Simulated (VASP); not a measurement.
The system is Os.

```xyz
2
Lattice="2.6783 0.0000 0.0000 -1.3391 2.3195 0.0000 0.0000 0.0000 4.2315" Properties=species:S:1:pos:R:3 pbc="T T T"
Os    1.3391    0.7732    3.1736
Os    0.0000    1.5463    1.0579
```

Base run:

* Program: VASP 6.6.1
* Functional: SVWN5
* Potentials or basis: VASP PAW PBE potentials, release 64 (Os)
* Cutoff: 520 eV
* k mesh: 11 × 11 × 6
* Occupations: fermi-dirac, width 0.05 eV
* Spin: no spin polarisation

Its results: band gap on the k mesh zero (band 8 reaches 12.42 eV, above the bottom of band 9 at 8.12 eV); pressure 22.4 GPa.

Problem. The run is repeated on the same cell with these changes: functional from SVWN5 to PBEsol. What comes out?

Solution. Band gap on the k mesh zero (band 8 reaches 12.62 eV, above the bottom of band 9 at 8.32 eV); pressure 28.9 GPa.

PBEsol binds less tightly than SVWN5, so the same cell stands under more pressure.

Caveats: the PAW data sets were made with another functional, which shifts forces and pressure a little; spin-orbit coupling is left out, which moves the levels of the heavy elements.
